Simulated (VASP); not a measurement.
# BN (P6_3mc) in VASP: a series of runs

The runs below take BN through single point, with PBE+D3(BJ).

All numbers are computed with VASP 6.6.1; they aren't measurements. Logs are shortened: lines on timing, memory, paths and dates and some standing lists are left out, and cuts for length are marked.

## Step 1: The cell of the first run

The structure is hexagonal, space group P6_3mc (No. 186). Conventional cell: a = 2.492 Å, b = 2.492 Å, c = 4.123 Å, α = 90.00°, β = 90.00°, γ = 120.00°. Within 2.0 Å of B (site symmetry 3m) lie 4 N at 1.53 to 1.54 Å. N (site symmetry 3m) has 4 B at 1.53 to 1.54 Å within 2.0 Å.

## Step 2: Single point, PBE+D3(BJ)

File INCAR:

```
ALGO = Normal
EDIFF = 1E-6
ENCUT = 600
GGA = PE
GGA_COMPAT = False
ISIF = 2
ISMEAR = 0
IVDW = 12
LASPH = True
LCHARG = False
LREAL = False
LWAVE = False
NBANDS = 16
NELM = 120
PREC = Accurate
SIGMA = 0.02
```

File KPOINTS:

```
k-points
0
Gamma
  24 24 12
```

File POSCAR:

```
BN
1.0
    2.4918141640      0.0000000000      0.0000000000
   -1.2459070820      2.1579743675      0.0000000000
    0.0000000000      0.0000000000      4.1231524833
B N
2 2
Direct
    0.6666666667      0.3333333333      0.0004615185
    0.3333333333      0.6666666667      0.5004615185
    0.6666666667      0.3333333333      0.3745384815
    0.3333333333      0.6666666667      0.8745384815
```

Potentials or basis: VASP PAW PBE potentials, release 64 (B, N).

Run with:

```console
cat potpaw_PBE.64/B/POTCAR potpaw_PBE.64/N/POTCAR > POTCAR
mpirun -np 1 vasp_std > vasp.out
```

OUTCAR:

```text
EDIFF = 1E-6
   ENCUT = 600
   GGA = PE
   ISIF = 2
   ISMEAR = 0
   IVDW = 12
   LASPH = True
   LREAL = False
   NELM = 120
   PREC = Accurate
 IVDW          = 12

 ion  position               nearest neighbor table
   1  0.667  0.333  0.000-   4 1.53   4 1.53   4 1.53   3 1.54
   2  0.333  0.667  0.500-   3 1.53   3 1.53   3 1.53   4 1.54
   3  0.667  0.333  0.375-   2 1.53   2 1.53   2 1.53   1 1.54
   4  0.333  0.667  0.875-   1 1.53   1 1.53   1 1.53   2 1.54

  LATTYP: Found a hexagonal cell.
 ALAT       =     2.4918141640
 C/A-ratio  =     1.6546789656

  Lattice vectors:

 A1 = (   2.4918141640,   0.0000000000,   0.0000000000)
 A2 = (  -1.2459070820,   2.1579743675,   0.0000000000)
 A3 = (   0.0000000000,   0.0000000000,   4.1231524833)

Analysis of symmetry for initial positions (statically):
=====================================================================
 Subroutine PRICEL returns:
 Original cell was already a primitive cell.

 Routine SETGRP: Setting up the symmetry group for a
 hexagonal supercell.

 Subroutine GETGRP returns: Found 12 space group operations
 (whereof  6 operations were pure point group operations)
 out of a pool of 24 trial point group operations.

The static configuration has the point symmetry C_3v.
 The point group associated with its full space group is C_6v.

Analysis of symmetry for dynamics (positions and initial velocities):
=====================================================================
 Subroutine PRICEL returns:
 Original cell was already a primitive cell.

 Routine SETGRP: Setting up the symmetry group for a
 hexagonal supercell.

 Subroutine GETGRP returns: Found 12 space group operations
 (whereof  6 operations were pure point group operations)
 out of a pool of 24 trial point group operations.

The dynamic configuration has the point symmetry C_3v.
 The point group associated with its full space group is C_6v.

 Subroutine INISYM returns: Found 12 space group operations
 (whereof  6 operations are pure point group operations),
 and found     1 'primitive' translations

----------------------------------------------------------------------------------------

                                     Primitive cell

  volume of cell :      22.1713

  direct lattice vectors                    reciprocal lattice vectors
     2.491814164  0.000000000  0.000000000     0.401314036  0.231698767  0.000000000
    -1.245907082  2.157974368  0.000000000     0.000000000  0.463397534  0.000000000
     0.000000000  0.000000000  4.123152483     0.000000000  0.000000000  0.242532869

  length of vectors
     2.491814164  2.491814164  4.123152483     0.463397534  0.463397534  0.242532869

  position of ions in fractional coordinates (direct lattice)
     0.666666667  0.333333333  0.000461519
     0.333333333  0.666666667  0.500461519
     0.666666667  0.333333333  0.374538481
     0.333333333  0.666666667  0.874538481

  ion indices of the primitive-cell ions
   primitive index   ion index
                 1           1
                 2           2
                 3           3
                 4           4

----------------------------------------------------------------------------------------

 KPOINTS: k-points

Automatic generation of k-mesh.
 Grid dimensions read from file:
 generate k-points for:   24   24   12

 Generating k-lattice:

  Cartesian coordinates                     Fractional coordinates (reciprocal lattice)
     0.016721418  0.009654115  0.000000000     0.041666667  0.000000000  0.000000000
     0.000000000  0.019308231  0.000000000     0.000000000  0.041666667  0.000000000
     0.000000000  0.000000000  0.020211072     0.000000000  0.000000000  0.083333333

  Length of vectors
     0.019308231  0.019308231  0.020211072

  Shift w.r.t. Gamma in fractional coordinates (k-lattice)
     0.000000000  0.000000000  0.000000000

 Subroutine IBZKPT returns following result:
 ===========================================

 Found    427 irreducible k-points:

 Following reciprocal coordinates:
            Coordinates               Weight
  0.000000  0.000000  0.000000      1.000000
  0.041667  0.000000  0.000000      6.000000
  0.083333  0.000000  0.000000      6.000000
  0.125000  0.000000  0.000000      6.000000
  0.166667  0.000000  0.000000      6.000000
  0.208333  0.000000  0.000000      6.000000
[... 16 lines left out ...]
  0.416667  0.041667  0.000000     12.000000
  0.458333  0.041667  0.000000     12.000000
 [... further k-points ...]
   k-points           NKPTS =    427   k-points in BZ     NKDIM =    427   number of bands    NBANDS=     16
   number of dos      NEDOS =    301   number of ions     NIONS =      4
   total plane-waves  NPLWV =  14400
   dimension x,y,z NGX =    20 NGY =   20 NGZ =   36
   dimension x,y,z NGXF=    40 NGYF=   40 NGZF=   72
   ions per type =               2   2
   NGX,Y,Z   is equivalent  to a cutoff of  13.34, 13.34, 14.52 a.u.
   NGXF,Y,Z  is equivalent  to a cutoff of  26.69, 26.69, 29.03 a.u.
 SYSTEM =  unknown system
   PREC   = accura    normal or accurate (medium, high low for compatibility)
   ISTART =      0    job   : 0-new  1-cont  2-samecut
   ICHARG =      2    charge: 1-file 2-atom 10-const
   ISPIN  =      1    spin polarized calculation?
   LNONCOLLINEAR =      F non collinear calculations
   LSORBIT =      F    spin-orbit coupling
   LASPH  =      T    aspherical Exc in radial PAW
   ENCUT  =  600.0 eV  44.10 Ry    6.64 a.u.   4.98  4.98  8.23*2*pi/ulx,y,z
   NELM   =    120;   NELMIN=  2; NELMDL= -5     # of ELM steps
   EDIFF  = 0.1E-05   stopping-criterion for ELM
   LREAL  =      F    real-space projection
   EDIFFG = 0.1E-04   stopping-criterion for IOM
   NSW    =      0    number of steps for IOM
   IBRION =     -1    ionic relax: 0-MD 1-quasi-New 2-CG
   NFREE  =      0    steps in history (QN), initial steepest desc. (CG)
   ISIF   =      2    stress and relaxation
   ISYM   =      2    0-nonsym 1-usesym 2-fastsym
   POTIM  = 0.5000    time-step for ionic-motion
   TEBEG  =    0.0;   TEEND  =   0.0 temperature during run
   PSTRESS=    0.0 pullay stress
   NELECT =      16.0000    total number of electrons
   NUPDOWN=      -1.0000    fix difference up-down
   EMIN   =  10.00;   EMAX   =-10.00  energy-range for DOS
   EFERMI =   0.00;   METHOD = LEGACY
   ISMEAR =     0;   SIGMA  =   0.02  broadening in eV -4-tet -1-fermi 0-gaus
   EFERMI_NEDOS =   21; number of points for ismear=-14 and -15
   IALGO  =     38    algorithm
   IMIX   =      4    mixing-type and parameters
     AMIX     =   0.40;   BMIX     =  1.00
     AMIX_MAG =   1.60;   BMIX_MAG =  1.00
  volume/ion in A,a.u.               =       5.54        37.40
  Fermi-wavevector in a.u.,A,eV,Ry     =   1.468423  2.774916 29.337764  2.156265
  Thomas-Fermi vector in A             =   2.583922
   LORBIT       =      0    0 simple, 1 ext, 2 COOP (PROOUT), +10 PAW based schemes
   GGA     = PE    functional components
   LHFCALC =     F    Hartree Fock is set to
   AEXX    =    0.0000 exact exchange contribution
   IVDW    =    12    specifies the selected vdW correction
   LEPSILON=     F    determine dielectric tensor
   LRPA    =     F    only Hartree local field effects (RPA)
 non-spin polarized calculation
 Gauss-broadening in eV      SIGMA  =   0.02
  energy-cutoff  :      600.00
  volume of cell :       22.17
 maximum number of plane-waves:       762
 NGX is ok and might be reduce to    20
   NGX =  9   NGY =  9   NGZ = 17

 number of electron      15.9999999 magnetization

 Free energy of the ion-electron system (eV)
  ---------------------------------------------------
  ext. energy  EPLUGINS =         0.00000000
  ---------------------------------------------------
  free energy    TOTEN  =       -34.67575214 eV

  energy without entropy =      -34.67575214  energy(sigma->0) =      -34.67575214

 E-fermi :   8.5304     XC(G=0): -13.1296

 val. band max:        8.3893629606   @ k =   0.0000   0.0000   0.0000
 cond. band min:      13.4347280971   @ k =   0.3333   0.3333   0.0000
 fundamental gap:      5.0453651365
 Fermi energy:         8.5303953912

 k-point     1 :       0.0000    0.0000    0.0000
  band No.  band energies     occupation
      1     -12.7859      2.00000
      2      -8.3318      2.00000
      3      -3.1714      2.00000
      4       6.1207      2.00000
      5       6.1207      2.00000
      6       8.0619      2.00000
[... 8 lines left out ...]
     15      20.7758      0.00000
     16      25.4285      0.00000

 k-point     2 :       0.0417    0.0000    0.0000
  band No.  band energies     occupation
      1     -12.7460      2.00000
      2      -8.3006      2.00000
      3      -3.1322      2.00000
      4       5.9316      2.00000
      5       6.0403      2.00000
      6       8.0203      2.00000
[... 8 lines left out ...]
     15      20.8985      0.00000
     16      25.3629      0.00000

 k-point     3 :       0.0833    0.0000    0.0000
  band No.  band energies     occupation
      1     -12.6268      2.00000
      2      -8.2079      2.00000
      3      -3.0149      2.00000
      4       5.3999      2.00000
      5       5.8160      2.00000
      6       7.7943      2.00000
[... 8 lines left out ...]
     15      21.2519      0.00000
     16      25.1588      0.00000

 k-point     4 :       0.1250    0.0000    0.0000
  band No.  band energies     occupation
      1     -12.4290      2.00000
      2      -8.0567      2.00000
      3      -2.8206      2.00000
      4       4.6109      2.00000
      5       5.4889      2.00000
      6       7.1429      2.00000
[... 8 lines left out ...]
     15      21.7988      0.00000
     16      24.7954      0.00000
[... 324 lines left out ...]
 k-point    22 :       0.3750    0.0417    0.0000
  band No.  band energies     occupation
      1      -9.4482      2.00000
      2      -6.6740      2.00000
      3      -1.2136      2.00000
      4       0.0643      2.00000
      5       1.4160      2.00000
      6       3.1837      2.00000
[... 8 lines left out ...]
     15      25.1550      0.00000
     16      26.4496      0.00000

 k-point    23 :       0.4167    0.0417    0.0000
  band No.  band energies     occupation
      1      -8.8729      2.00000
      2      -6.8043      2.00000
      3      -1.4836      2.00000
      4       0.4214      2.00000
      5       0.9370      2.00000
      6       3.0252      2.00000
[... 8 lines left out ...]
     15      25.4036      0.00000
     16      26.8851      0.00000

 k-point    24 :       0.4583    0.0417    0.0000
  band No.  band energies     occupation
      1      -8.4391      2.00000
      2      -7.0212      2.00000
      3      -1.5531      2.00000
      4       0.2614      2.00000
      5       1.0687      2.00000
      6       2.9469      2.00000
[... 8 lines left out ...]
     15      25.5379      0.00000
     16      27.1085      0.00000

 [... further k-points ...]

------------------------ aborting loop because EDIFF is reached ----------------------------------------

 Edisp (eV)   -0.89196

 E8    (eV) :    -0.2636

  FORCE on cell =-STRESS in cart. coord.  units (eV):
  Direction    XX          YY          ZZ          XY          YZ          ZX
  --------------------------------------------------------------------------------------
  -------------------------------------------------------------------------------------
  Total       3.48748     3.48748     3.48195     0.00000    -0.00000    -0.00000
  in kB     252.01795   252.01795   251.61772     0.00000    -0.00000    -0.00000
  external pressure =      251.88 kB  Pullay stress =        0.00 kB

 VOLUME and BASIS-vectors are now :
 -----------------------------------------------------------------------------
  energy-cutoff  :      600.00
  volume of cell :       22.17
      direct lattice vectors                 reciprocal lattice vectors
     2.491814164  0.000000000  0.000000000     0.401314036  0.231698767  0.000000000
    -1.245907082  2.157974368  0.000000000     0.000000000  0.463397534  0.000000000
     0.000000000  0.000000000  4.123152483     0.000000000  0.000000000  0.242532869

 POSITION                                       TOTAL-FORCE (eV/Angst)
 -----------------------------------------------------------------------------------
      1.24591      0.71932      0.00190        -0.000000      0.000000      0.001556
     -0.00000      1.43865      2.06348         0.000000     -0.000000      0.001556
      1.24591      0.71932      1.54428         0.000000      0.000000     -0.001556
     -0.00000      1.43865      3.60586        -0.000000      0.000000     -0.001556
 -----------------------------------------------------------------------------------
    total drift:                                0.000000      0.000000     -0.000344

  FREE ENERGIE OF THE ION-ELECTRON SYSTEM (eV)
  ---------------------------------------------------
  free  energy   TOTEN  =       -35.5677090474 eV

  energy  without entropy=      -35.5677090474  energy(sigma->0) =      -35.56770905
```

Run time: 3.7 min. Hardware: 1 thread of Intel Xeon 8259CL, shared host; peak memory 0.28 GiB.

What came out:

```yaml
Free_energy: -35.5677 eV
Pressure: 25.2 GPa
Band_gap_on_the_k_mesh: 5.05 eV (least direct gap 8.57 eV)
Dispersion_energy_per_atom: -0.223 eV
```

Caveat: the cell stands under pressure. A k mesh can miss the band edges.

## Step 3: Single point, PBE+D3(BJ)

This run uses another cell than the first one, of 5.62 Å³/atom.

File INCAR:

```
  PREC = Accurate
  ENCUT = 600
  EDIFF = 1E-6
  ISMEAR = 0
  SIGMA = 0.02
  LREAL = False
  LASPH = True
  NELM = 120
  ALGO = Normal
  ISIF = 2
  LWAVE = False
  LCHARG = False
  GGA = PE
  IVDW = 12
  NBANDS = 16
  GGA_COMPAT = False
```

File KPOINTS:

```
regular mesh
0
Gamma
  24 24 12
```

File POSCAR:

```
BN
1.0
    2.5032404315      0.0000000000      0.0000000000
   -1.2516202157      2.1678698054      0.0000000000
    0.0000000000      0.0000000000      4.1415876210
B N
2 2
Direct
    0.6666666667      0.3333333333      0.0004078795
    0.3333333333      0.6666666667      0.5004078795
    0.6666666667      0.3333333333      0.3745921205
    0.3333333333      0.6666666667      0.8745921205
```

Potentials or basis: VASP PAW PBE potentials, release 64 (B, N).

Run with:

```console
cat potpaw_PBE.64/B/POTCAR potpaw_PBE.64/N/POTCAR > POTCAR
mpirun -np 1 vasp_std > vasp.out
```

Run time: 2.8 min. Hardware: 1 thread of Intel Xeon 8259CL, shared host; peak memory 0.28 GiB.

It converged, with:

| Item | Value |
| --- | --- |
| Free energy | -35.6105 eV |
| Pressure | 18.9 GPa |
| Band gap on the k mesh | 5.08 eV (least direct gap 8.51 eV) |
| Dispersion energy per atom | -0.220 eV |

Forces on the atoms (eV/Å):
```
B    0.000  0.000  0.003
B    0.000  0.000  0.003
N    0.000  0.000 -0.003
N    0.000  0.000 -0.003
```

Levels at points of the mesh, in eV from the valence-band top:
```csv
k point,band 5,band 6,band 7,band 8,band 9,band 10,band 11,band 12
"(0.00, 0.00, 0.00)",-2.24,-0.31,0.00,0.00,8.57,8.57,8.89,10.16
"(0.50, 0.00, 0.00)",-7.22,-5.25,-4.69,-2.22,6.89,8.11,10.85,11.95
"(0.00, 0.00, 0.50)",-1.24,-1.24,-1.24,-1.24,9.96,9.96,10.19,10.19
"(0.50, 0.00, 0.50)",-3.97,-3.97,-3.76,-3.76,6.77,6.77,10.38,10.38
```

Caveat: the cell stands under pressure. A k mesh can miss the band edges.

## Step 4: Single point, PBE+D3(BJ)

This run uses another cell than the first one, of 5.70 Å³/atom.

File INCAR:

```
ALGO     = Normal         # electronic algorithm
EDIFF    = 1E-6           # SCF threshold, eV
ENCUT    = 600            # plane-wave cutoff, eV
GGA      = PE             # functional
GGA_COMPAT= F            
ISIF     = 2              # what is computed and relaxed
ISMEAR   = 0              # smearing method
IVDW     = 12             # dispersion correction
LASPH    = T              # aspherical terms in the spheres
LCHARG   = T              # write CHGCAR
LELF     = T              # ELF
LREAL    = F              # projectors in reciprocal space
LVHAR    = T            
LWAVE    = F              # write WAVECAR
NBANDS   = 16             # bands
NELM     = 120            # most SCF steps
PREC     = Accurate       # precision mode
SIGMA    = 0.02           # smearing width, eV
```

File KPOINTS:

```
k-points
0
Gamma
  24 24 12
```

File POSCAR:

```
BN
1.0
    2.5153557230      0.0000000000      0.0000000000
   -1.2576778615      2.1783619557      0.0000000000
    0.0000000000      0.0000000000      4.1609901291
B N
2 2
Direct
    0.6666666667      0.3333333333      0.0003579913
    0.3333333333      0.6666666667      0.5003579913
    0.6666666667      0.3333333333      0.3746420087
    0.3333333333      0.6666666667      0.8746420087
```

Potentials or basis: VASP PAW PBE potentials, release 64 (B, N).

Run with:

```console
cat potpaw_PBE.64/B/POTCAR potpaw_PBE.64/N/POTCAR > POTCAR
mpirun -np 1 vasp_std > vasp.out
```

OUTCAR:

```text
EDIFF = 1E-6
   ENCUT = 600
   GGA = PE
   ISIF = 2
   ISMEAR = 0
   IVDW = 12
   LASPH = T
   LREAL = F
   NELM = 120
   PREC = Accurate
 IVDW          = 12

 ion  position               nearest neighbor table
   1  0.667  0.333  0.000-   4 1.54   4 1.54   4 1.54   3 1.56
   2  0.333  0.667  0.500-   3 1.54   3 1.54   3 1.54   4 1.56
   3  0.667  0.333  0.375-   2 1.54   2 1.54   2 1.54   1 1.56
   4  0.333  0.667  0.875-   1 1.54   1 1.54   1 1.54   2 1.56
[... 658 lines left out ...]

 Edisp (eV)   -0.86723

 E8    (eV) :    -0.2563

  FORCE on cell =-STRESS in cart. coord.  units (eV):
  Direction    XX          YY          ZZ          XY          YZ          ZX
  --------------------------------------------------------------------------------------
  -------------------------------------------------------------------------------------
  Total       1.79301     1.79301     1.78895     0.00000     0.00000    -0.00000
  in kB     125.99875   125.99875   125.71391     0.00000     0.00000    -0.00000
  external pressure =      125.90 kB  Pullay stress =        0.00 kB

 VOLUME and BASIS-vectors are now :
 -----------------------------------------------------------------------------
  energy-cutoff  :      600.00
  volume of cell :       22.80
      direct lattice vectors                 reciprocal lattice vectors
     2.515355723  0.000000000  0.000000000     0.397558083  0.229530266  0.000000000
    -1.257677861  2.178361956  0.000000000     0.000000000  0.459060533  0.000000000
     0.000000000  0.000000000  4.160990129     0.000000000  0.000000000  0.240327415

 POSITION                                       TOTAL-FORCE (eV/Angst)
 -----------------------------------------------------------------------------------
      1.25768      0.72612      0.00149         0.000000     -0.000000      0.001799
     -0.00000      1.45224      2.08198         0.000000      0.000000      0.001799
      1.25768      0.72612      1.55888         0.000000      0.000000     -0.001799
     -0.00000      1.45224      3.63938        -0.000000     -0.000000     -0.001799
 -----------------------------------------------------------------------------------
    total drift:                                0.000000      0.000000     -0.000331

  FREE ENERGIE OF THE ION-ELECTRON SYSTEM (eV)
  ---------------------------------------------------
  free  energy   TOTEN  =       -35.6433594440 eV

  energy  without entropy=      -35.6433594440  energy(sigma->0) =      -35.64335944
```

It took 3.1 min on 1 thread of Intel Xeon 8259CL, shared host; peak memory 0.28 GiB.

What came out:

| Quantity | Value |
| --- | --- |
| Free energy | -35.6434 eV |
| Pressure | 12.6 GPa |
| Band gap on the k mesh | 5.11 eV (least direct gap 8.45 eV) |
| Dispersion energy per atom | -0.217 eV |

Caveat: the cell stands under pressure. A k mesh can miss the band edges.

## Step 5: Summary

```tsv
cell	gap on the mesh (eV)	pressure (GPa)
a = 2.492, b = 2.492, c = 4.123 Å, angles 90.0, 90.0, 120.0°, 4 atoms	5.05	25.2
a = 2.503, b = 2.503, c = 4.142 Å, angles 90.0, 90.0, 120.0°, 4 atoms	5.08	18.9
a = 2.515, b = 2.515, c = 4.161 Å, angles 90.0, 90.0, 120.0°, 4 atoms	5.11	12.6
```

Alike in all rows: task single point; level PBE+D3(BJ); potentials or basis VASP PAW PBE potentials, release 64 (B, N); no spin polarisation; k mesh 24 × 24 × 12; cutoff (eV) 600; smearing gaussian 0.02 eV.

Caveats: the cell stands under pressure.

Absolute energies hang on the potentials; compare differences alone.
